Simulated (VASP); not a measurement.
## Os: relaxation of shape and atoms at fixed volume with PBE

Crystal: Os.

```xyz
1
Lattice="2.3467 0.0000 0.0000 -1.1733 2.0323 0.0000 0.0000 0.0000 2.2507" Properties=species:S:1:pos:R:3 pbc="T T T"
Os    0.0000    0.0000    0.0000
```

This isn't the form of Os at room conditions, which is hcp.

- Program: VASP 6.6.1
- Task: relaxation of shape and atoms at fixed volume
- Functional: PBE
- Potentials or basis: VASP PAW PBE potentials, release 64 (Os)
- Cutoff: 600 eV
- k mesh: 16 × 16 × 15
- Occupations: fermi-dirac, width 0.05 eV
- Spin: no spin polarisation
- Dipole correction: no
- Further INCAR settings: ALGO = Normal; EDIFF = 1e-06; IBRION = 2; EDIFFG = -0.005; NSW = 50; ISIF = 4

- Energy gained by relaxing: 19.6 meV/atom
- Ionic steps: 5
- Pressure after relaxing: 292.8 GPa
- Band gap on the k mesh: zero (bands 4 and 5 overlap by 7.91 eV)

The path:
```tsv
step	energy change (eV)	largest force (eV/Å)	pressure (GPa)	volume (Å³)
1	0.0000	0.0000	294.17	10.73
2	0.3678	0.0000	305.07	10.73
3	-0.0183	0.0000	292.69	10.73
4	-0.0196	0.0000	292.83	10.73
5	-0.0196	0.0000	292.82	10.73
```

Final structure:
```
CELL_PARAMETERS angstrom
2.36449 0.00000 0.00000
-1.18224 2.04771 0.00000
0.00000 0.00000 2.21693
ATOMIC_POSITIONS crystal
Os 0.00000 0.00000 0.00000
```

Levels at points of the mesh, in eV from the Fermi level:
```
           k point  band 1  band 2  band 3  band 4  band 5  band 6  band 7  band 8
(0.00, 0.00, 0.00)  -13.23   -9.95   -4.46   -4.46    4.86    4.86   13.99   19.04
(0.50, 0.00, 0.00)  -10.97   -7.95   -1.32   -0.28    3.47    5.37   13.12   16.26
```

It took 49 s on 1 thread of Intel Xeon 8259CL, with other jobs on the host, peak memory 0.15 GiB.

Caveat: spin-orbit coupling is left out, which moves the levels of the heavy elements.
